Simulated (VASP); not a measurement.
Ti2BN3, 6 atoms in the cell. Symmetry: P4/mmm, No. 123, tetragonal system. Conventional cell: a = 2.800 Å, b = 2.800 Å, c = 7.355 Å, α = 90.00°, β = 90.00°, γ = 90.00°. Ti (site symmetry 4mm) has 8 N at 2.07 to 2.45 Å and 1 B at 2.23 Å within 2.7 Å. Within 2.9 Å of B (site symmetry 4/mmm) lie 2 Ti at 2.23 Å and 8 N at 2.55 Å and 4 B at 2.80 Å. Within 2.7 Å of N (site symmetry 4/mmm) lie 2 N at 2.07 Å and 8 Ti at 2.45 Å. Within 2.7 Å of N (site symmetry 4mm) lie 1 N at 2.07 Å and 4 Ti at 2.07 Å and 4 B at 2.55 Å. 

- Program: VASP 6.6.1
- Task: single point
- Functional: PBE
- Potentials or basis: VASP PAW PBE potentials, release 64 (Ti_sv, B, N)
- Cutoff: 520 eV
- k mesh: 6 × 6 × 2
- Occupations: gaussian, width 0.1 eV
- Spin: collinear spin, ferromagnetic start
- Starting moments: [1.0, 1.0, 0.0, 0.0, 0.0, 0.0] μB
- Dipole correction: no
- Further INCAR settings: ALGO = Normal; EDIFF = 1e-07; NBANDS = 34

Potentials or basis: VASP PAW PBE potentials, release 64 (Ti_sv, B, N).

The run is started by

```sh
$ cat potpaw_PBE.64/Ti_sv/POTCAR potpaw_PBE.64/B/POTCAR potpaw_PBE.64/N/POTCAR > POTCAR
$ mpirun -np 1 vasp_std > vasp.out
```

Hardware: 1 thread of Intel(R) Xeon(R) 6975P-C (Granite Rapids), with other jobs on the host.

Problem. How long does it take, and how much memory?

Solution. Run time: 56 s on 1 thread of Intel(R) Xeon(R) 6975P-C (Granite Rapids), on a shared host, peak memory 0.23 GiB. Counts: scf iterations 18, k points 20.
